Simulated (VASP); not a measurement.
Input of a VASP 6.6.1 run:

The input INCAR:

```
SYSTEM = Si2Mo
ALGO = Normal
EDIFF = 1E-7
ENCUT = 520
GGA = RE
ISIF = 2
ISMEAR = 0
LASPH = .True.
LCHARG = .False.
LREAL = .False.
LWAVE = .False.
NBANDS = 18
NELM = 100
PREC = Accurate
SIGMA = 0.05
```

File KPOINTS:

```
k-points
0
Gamma
  10 10 10
  0 0 0
```

The input POSCAR:

```
Si2Mo
1.0
   -1.6024315105      1.6024315105      3.9241256883
    1.6024315105     -1.6024315105      3.9241256883
    1.6024315105      1.6024315105     -3.9241256883
Si Mo
2 1
Direct
    0.3350050234      0.3350050234      0.0000000000
    0.6649949766      0.6649949766      0.0000000000
    0.0000000000      0.0000000000      0.0000000000
```

Potentials or basis: VASP PAW PBE potentials, release 64 (Si, Mo_sv).

The run is started by

```console
$ cat potpaw_PBE.64/Si/POTCAR potpaw_PBE.64/Mo_sv/POTCAR > POTCAR
$ mpirun -np 1 vasp_std > vasp.out
```

Question: What does it give for the band gap on the k mesh?

Answer: Zero (bands 11 and 12 overlap by 0.94 eV).

Question: What does it give for the pressure?

Answer: 4.1 GPa.

Forces in eV/Å, atoms in the order of the input:
```
Si   0.000  0.000 -0.009
Si   0.000  0.000  0.009
Mo   0.000  0.000  0.000
```

Caveat: the cell stands under pressure; the PAW data sets were made with another functional, which shifts forces and pressure a little.
